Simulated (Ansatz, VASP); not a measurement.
**Pt: VASP beside Ansatz**

```xyz
1
Lattice="0.0000 1.9609 1.9609 1.9609 0.0000 1.9609 1.9609 1.9609 0.0000" Properties=species:S:1:pos:R:3 pbc="T T T"
Pt    0.0000    0.0000    0.0000
```

Alike in both runs: task relaxation of cell and atoms; functional revPBE; k mesh 12 × 12 × 12; occupations fermi-dirac, width 0.05 eV; no spin polarisation.

```csv
,VASP,Ansatz
version,VASP 6.6.1,Ansatz 0.2.0
potentials or method,"VASP PAW PBE potentials, release 64 (Pt), cutoff 600 eV","all-electron LAPW, scalar-relativistic"
```

VASP gave:

```
relaxed volume (Å³/atom)                                     : 15.82
relaxed cell length with the largest relative difference (Å) : 2.818
```

Q: Estimate Ansatz's values.

A: Relaxed volume (Å³/atom): 15.84; relaxed cell length with the largest relative difference (Å): 2.819.

VASP's potentials were made for PBE, not for revPBE. Ansatz ran all-electron here, and VASP with PAW potentials.

Spin-orbit coupling is off throughout.
